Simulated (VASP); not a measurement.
# Sb (Pm-3m) in VASP: relaxation of cell and atoms with PBEsol

Aim: the relaxation of cell and atoms of Sb with PBEsol.

Everything below comes from runs of VASP 6.6.1. Logs are shortened: lines on timing, memory, paths and dates and some standing lists are left out, and cuts for length are marked.

## Step 1: The cell of the first run

It takes space group Pm-3m (No. 221, cubic). The conventional cell has a = 3.210 Å, b = 3.210 Å, c = 3.210 Å, α = 90.00°, β = 90.00°, γ = 90.00°. Within 4.2 Å of Sb (site symmetry m-3m) lie 6 Sb at 3.21 Å.

This isn't the form of Sb at room conditions, which is rhombohedral.

## Step 2: Relaxation of cell and atoms, PBEsol

The input, INCAR:

```
SYSTEM = Sb
ALGO = Normal
EDIFF = 1E-6
EDIFFG = -0.03
ENCUT = 600
GGA = PS
IBRION = 2
ISIF = 3
ISMEAR = -1
LASPH = .TRUE.
LCHARG = .FALSE.
LREAL = .FALSE.
LWAVE = .FALSE.
NELM = 60
NSW = 80
PREC = Accurate
SIGMA = 0.1
```

The input, KPOINTS:

```
k-points
0
G
  14 14 14
  0 0 0
```

The input, POSCAR:

```
Sb
1.0
    3.2100000000      0.0000000000      0.0000000000
    0.0000000000      3.2100000000      0.0000000000
    0.0000000000      0.0000000000      3.2100000000
Sb
1
Direct
    0.0000000000      0.0000000000      0.0000000000
```

Potentials or basis: VASP PAW PBE potentials, release 64 (Sb).

On the command line:

```console
> cat potpaw_PBE.64/Sb/POTCAR > POTCAR
> mpirun -np 1 vasp_std > vasp.out
```

OUTCAR:

```text
SYSTEM = Sb
   EDIFF = 1E-6
   EDIFFG = -0.03
   ENCUT = 600
   GGA = PS
   IBRION = 2
   ISIF = 3
   ISMEAR = -1
   LASPH = .TRUE.
   LREAL = .FALSE.
   NELM = 60
   NSW = 80
   PREC = Accurate

 ion  position               nearest neighbor table
   1  0.000  0.000  0.000-

  LATTYP: Found a simple cubic cell.
 ALAT       =     3.2100000000

  Lattice vectors:

 A1 = (   3.2100000000,   0.0000000000,   0.0000000000)
 A2 = (   0.0000000000,   3.2100000000,   0.0000000000)
 A3 = (   0.0000000000,   0.0000000000,   3.2100000000)

Analysis of symmetry for initial positions (statically):
=====================================================================
 Subroutine PRICEL returns:
 Original cell was already a primitive cell.

 Routine SETGRP: Setting up the symmetry group for a
 simple cubic supercell.

 Subroutine GETGRP returns: Found 48 space group operations
 (whereof 48 operations were pure point group operations)
 out of a pool of 48 trial point group operations.

The static configuration has the point symmetry O_h .

Analysis of symmetry for dynamics (positions and initial velocities):
=====================================================================
 Subroutine PRICEL returns:
 Original cell was already a primitive cell.

 Routine SETGRP: Setting up the symmetry group for a
 simple cubic supercell.

 Subroutine GETGRP returns: Found 48 space group operations
 (whereof 48 operations were pure point group operations)
 out of a pool of 48 trial point group operations.

The dynamic configuration has the point symmetry O_h .

 Subroutine INISYM returns: Found 48 space group operations
 (whereof 48 operations are pure point group operations),
 and found     1 'primitive' translations

----------------------------------------------------------------------------------------

                                     Primitive cell

  volume of cell :      33.0762

  direct lattice vectors                    reciprocal lattice vectors
     3.210000000  0.000000000  0.000000000     0.311526480  0.000000000  0.000000000
     0.000000000  3.210000000  0.000000000     0.000000000  0.311526480  0.000000000
     0.000000000  0.000000000  3.210000000     0.000000000  0.000000000  0.311526480

  length of vectors
     3.210000000  3.210000000  3.210000000     0.311526480  0.311526480  0.311526480

  position of ions in fractional coordinates (direct lattice)
     0.000000000  0.000000000  0.000000000

  ion indices of the primitive-cell ions
   primitive index   ion index
                 1           1

----------------------------------------------------------------------------------------

 KPOINTS: k-points

Automatic generation of k-mesh.
 Grid dimensions read from file:
 generate k-points for:   14   14   14

 Generating k-lattice:

  Cartesian coordinates                     Fractional coordinates (reciprocal lattice)
     0.022251891  0.000000000  0.000000000     0.071428571  0.000000000  0.000000000
     0.000000000  0.022251891  0.000000000     0.000000000  0.071428571  0.000000000
     0.000000000  0.000000000  0.022251891     0.000000000  0.000000000  0.071428571

  Length of vectors
     0.022251891  0.022251891  0.022251891

  Shift w.r.t. Gamma in fractional coordinates (k-lattice)
     0.000000000  0.000000000  0.000000000

 Subroutine IBZKPT returns following result:
 ===========================================

 Found    120 irreducible k-points:

 Following reciprocal coordinates:
            Coordinates               Weight
  0.000000  0.000000  0.000000      1.000000
  0.071429  0.000000  0.000000      6.000000
  0.142857  0.000000  0.000000      6.000000
  0.214286  0.000000  0.000000      6.000000
  0.285714  0.000000  0.000000      6.000000
  0.357143  0.000000  0.000000      6.000000
[... 16 lines left out ...]
  0.285714  0.214286  0.000000     24.000000
  0.357143  0.214286  0.000000     24.000000
 [... further k-points ...]
   k-points           NKPTS =    120   k-points in BZ     NKDIM =    120   number of bands    NBANDS=      6
   number of dos      NEDOS =    301   number of ions     NIONS =      1
   total plane-waves  NPLWV =  21952
   dimension x,y,z NGX =    28 NGY =   28 NGZ =   28
   dimension x,y,z NGXF=    56 NGYF=   56 NGZF=   56
   ions per type =               1
   NGX,Y,Z   is equivalent  to a cutoff of  14.50, 14.50, 14.50 a.u.
   NGXF,Y,Z  is equivalent  to a cutoff of  29.00, 29.00, 29.00 a.u.
 SYSTEM =  Sb
   PREC   = accura    normal or accurate (medium, high low for compatibility)
   ISTART =      0    job   : 0-new  1-cont  2-samecut
   ICHARG =      2    charge: 1-file 2-atom 10-const
   ISPIN  =      1    spin polarized calculation?
   LNONCOLLINEAR =      F non collinear calculations
   LSORBIT =      F    spin-orbit coupling
   LASPH  =      T    aspherical Exc in radial PAW
   ENCUT  =  600.0 eV  44.10 Ry    6.64 a.u.   6.41  6.41  6.41*2*pi/ulx,y,z
   NELM   =     60;   NELMIN=  2; NELMDL= -5     # of ELM steps
   EDIFF  = 0.1E-05   stopping-criterion for ELM
   LREAL  =      F    real-space projection
   EDIFFG = -.3E-01   stopping-criterion for IOM
   NSW    =     80    number of steps for IOM
   IBRION =      2    ionic relax: 0-MD 1-quasi-New 2-CG
   NFREE  =      1    steps in history (QN), initial steepest desc. (CG)
   ISIF   =      3    stress and relaxation
   ISYM   =      2    0-nonsym 1-usesym 2-fastsym
   POTIM  = 0.5000    time-step for ionic-motion
   TEBEG  =    0.0;   TEEND  =   0.0 temperature during run
   PSTRESS=    0.0 pullay stress
   NELECT =       5.0000    total number of electrons
   NUPDOWN=      -1.0000    fix difference up-down
   EMIN   =  10.00;   EMAX   =-10.00  energy-range for DOS
   EFERMI =   0.00;   METHOD = LEGACY
   ISMEAR =    -1;   SIGMA  =   0.10  broadening in eV -4-tet -1-fermi 0-gaus
   EFERMI_NEDOS =   21; number of points for ismear=-14 and -15
   IALGO  =     38    algorithm
   IMIX   =      4    mixing-type and parameters
     AMIX     =   0.40;   BMIX     =  1.00
     AMIX_MAG =   1.60;   BMIX_MAG =  1.00
  volume/ion in A,a.u.               =      33.08       223.21
  Fermi-wavevector in a.u.,A,eV,Ry     =   0.872087  1.648005 10.347716  0.760536
  Thomas-Fermi vector in A             =   1.991287
   LORBIT       =      0    0 simple, 1 ext, 2 COOP (PROOUT), +10 PAW based schemes
   GGA     = PS    functional components
   LHFCALC =     F    Hartree Fock is set to
   AEXX    =    0.0000 exact exchange contribution
   IVDW    =     0    specifies the selected vdW correction
   LEPSILON=     F    determine dielectric tensor
   LRPA    =     F    only Hartree local field effects (RPA)
 conjugate gradient relaxation of ions
 non-spin polarized calculation
  energy-cutoff  :      600.00
  volume of cell :       33.08
 maximum number of plane-waves:      1141
 NGX is ok and might be reduce to    28
   NGX = 13   NGY = 13   NGZ = 13

--------------------------------------- Ionic step        1  -------------------------------------------

 number of electron       5.0000000 magnetization

 Free energy of the ion-electron system (eV)
  ---------------------------------------------------
  ext. energy  EPLUGINS =         0.00000000
  ---------------------------------------------------
  free energy    TOTEN  =        -4.44797618 eV

  energy without entropy =       -4.42959240  energy(sigma->0) =       -4.43878429

------------------------ aborting loop because EDIFF is reached ----------------------------------------

  FORCE on cell =-STRESS in cart. coord.  units (eV):
  Direction    XX          YY          ZZ          XY          YZ          ZX
  --------------------------------------------------------------------------------------
  -------------------------------------------------------------------------------------
  Total       -1.3208657     -1.3208657     -1.3208657      0.0000000      0.0000000      0.0000000
  in kB      -63.9814584    -63.9814584    -63.9814584      0.0000000      0.0000000      0.0000000
  external PRESSURE =     -63.9814584 kB  Pullay stress =       0.0000000 kB

 VOLUME and BASIS-vectors are now :
 -----------------------------------------------------------------------------
  energy-cutoff  :      600.00
  volume of cell :       33.08
      direct lattice vectors                 reciprocal lattice vectors
     3.210000000  0.000000000  0.000000000     0.311526480  0.000000000  0.000000000
     0.000000000  3.210000000  0.000000000     0.000000000  0.311526480  0.000000000
     0.000000000  0.000000000  3.210000000     0.000000000  0.000000000  0.311526480

 POSITION                                       TOTAL-FORCE (eV/Angst)
 -----------------------------------------------------------------------------------
      0.00000      0.00000      0.00000         0.000000      0.000000      0.000000
 -----------------------------------------------------------------------------------
    total drift:                                0.000000      0.000000      0.000000

  FREE ENERGIE OF THE ION-ELECTRON SYSTEM (eV)
  ---------------------------------------------------
  free  energy   TOTEN  =        -4.4479761805 eV

  energy  without entropy=       -4.4295924037  energy(sigma->0) =       -4.43878429

--------------------------------------- Ionic step        2  -------------------------------------------

 number of electron       5.0000000 magnetization

 E-fermi :   8.1957     XC(G=0): -10.1548

 val. band max:        8.1629231049   @ k =   0.4286   0.3571   0.3571
 cond. band min:       8.2139511515   @ k =   0.2857   0.2143   0.0714
 fundamental gap:      0.0510280466
 Fermi energy:         8.1956668082

 k-point     1 :       0.0000    0.0000    0.0000
  band No.  band energies     occupation
      1      -4.9424      2.00000
      2      11.7245      0.00000
      3      11.7245      0.00000
      4      11.7245      0.00000
      5      15.2785      0.00000
      6      15.2785      0.00000

 k-point     2 :       0.0714    0.0000    0.0000
  band No.  band energies     occupation
      1      -4.8608      2.00000
      2      10.6663      0.00000
      3      11.8075      0.00000
      4      11.8075      0.00000
      5      15.3399      0.00000
      6      15.9419      0.00000
[... 220 lines left out ...]
 POSITION                                       TOTAL-FORCE (eV/Angst)
 -----------------------------------------------------------------------------------
      0.00000      0.00000      0.00000        -0.000000      0.000000      0.000000
 -----------------------------------------------------------------------------------
    total drift:                                0.000000      0.000000      0.000000

  FREE ENERGIE OF THE ION-ELECTRON SYSTEM (eV)
  ---------------------------------------------------
  free  energy   TOTEN  =        -4.5261318380 eV

  energy  without entropy=       -4.5096566860  energy(sigma->0) =       -4.51789426

--------------------------------------- Ionic step        3  -------------------------------------------

 number of electron       5.0000000 magnetization

 Free energy of the ion-electron system (eV)
  ---------------------------------------------------
  ext. energy  EPLUGINS =         0.00000000
  ---------------------------------------------------
  free energy    TOTEN  =        -4.54576043 eV

  energy without entropy =       -4.52816827  energy(sigma->0) =       -4.53696435

 E-fermi :   7.4001     XC(G=0):  -9.9064

 val. band max:        7.3846118477   @ k =   0.2857   0.2143   0.0000
 cond. band min:       7.4378145372   @ k =   0.5000   0.2857   0.2143
 fundamental gap:      0.0532026895
 Fermi energy:         7.4000562680

 k-point     1 :       0.0000    0.0000    0.0000
  band No.  band energies     occupation
      1      -5.2342      2.00000
      2      10.8046      0.00000
      3      10.8046      0.00000
      4      10.8046      0.00000
      5      14.4393      0.00000
      6      14.4393      0.00000

 k-point     2 :       0.0714    0.0000    0.0000
  band No.  band energies     occupation
      1      -5.1573      2.00000
      2       9.8155      0.00000
      3      10.8815      0.00000
      4      10.8815      0.00000
      5      14.4993      0.00000
      6      15.0339      0.00000
[... 220 lines left out ...]
 POSITION                                       TOTAL-FORCE (eV/Angst)
 -----------------------------------------------------------------------------------
      0.00000      0.00000      0.00000        -0.000000      0.000000      0.000000
 -----------------------------------------------------------------------------------
    total drift:                                0.000000     -0.000000      0.000000

  FREE ENERGIE OF THE ION-ELECTRON SYSTEM (eV)
  ---------------------------------------------------
  free  energy   TOTEN  =        -4.5457604308 eV

  energy  without entropy=       -4.5281682733  energy(sigma->0) =       -4.53696435

 reached required accuracy - stopping structural energy minimisation
```

Run time: 21 s. Hardware: 1 thread of Intel Xeon 6975P-C (Granite Rapids), shared host; peak memory 0.19 GiB.

What came out:

- Free energy: -4.5458 eV
- Relaxed volume: 28.77 Å³/atom
- Relaxed cell: a = 3.064 Å, b = 3.064 Å, c = 3.064 Å, α = 90.00°, β = 90.00°, γ = 90.00°
- Space group after relaxing (to 0.1 Å): Pm-3m (No. 221)
- Energy gained by relaxing: 97.8 meV/atom
- Ionic steps: 3
- Pressure after relaxing: 0.0 GPa
- Band gap on the k mesh: zero (an odd number of electrons rules out a gap without spin polarisation)

The path:
| step | energy change (eV) | largest force (eV/Å) | pressure (GPa) | volume (Å³) |
| --- | --- | --- | --- | --- |
| 1 | 0.0000 | 0.0000 | -6.40 | 33.08 |
| 2 | -0.0782 | 0.0000 | 4.11 | 27.15 |
| 3 | -0.0978 | 0.0000 | 0.00 | 28.77 |

Final structure:
```yaml
crystal:
  lattice:
    - [3.06405, 0.00000, 0.00000]
    - [0.00000, 3.06405, 0.00000]
    - [0.00000, 0.00000, 3.06405]
  atoms:
    - { symbol: Sb, position: [0.00000, 0.00000, 0.00000] }
```

Caveat: the PAW data sets were made with another functional, which shifts forces and pressure a little; spin-orbit coupling is left out, which moves the levels of the heavy elements.
